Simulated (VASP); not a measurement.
Ti2Co:

```
Ti Co
1.0
     0.00000    3.36500    3.36500
     3.36500    0.00000    3.36500
     3.36500    3.36500    0.00000
Ti Co
4 2
Direct
  0.12500 0.12500 0.12500
  0.62500 0.12500 0.12500
  0.12500 0.12500 0.62500
  0.12500 0.62500 0.12500
  0.50000 0.50000 0.50000
  0.75000 0.75000 0.75000
```

Program: VASP 6.6.1. Alike in all runs: task single point; level PBEsol; potentials or basis VASP PAW PBE potentials, release 64 (Ti_sv, Co); spin collinear, ferromagnetic start; cell as given; cutoff (eV) 520. Hardware: 1 thread of Intel Xeon 6975P-C, on a shared host.

Question: Order these runs on this cell by their wall time, lowest first.
A. k mesh 5 × 5 × 5; smearing gaussian 0.4 eV
B. k mesh 6 × 6 × 6; smearing gaussian 0.1 eV
C. k mesh 1 × 1 × 1; smearing gaussian 0.1 eV

Answer: C (43 s), A (160 s), B (900 s).

Caveats: some runs use coarse meshes.
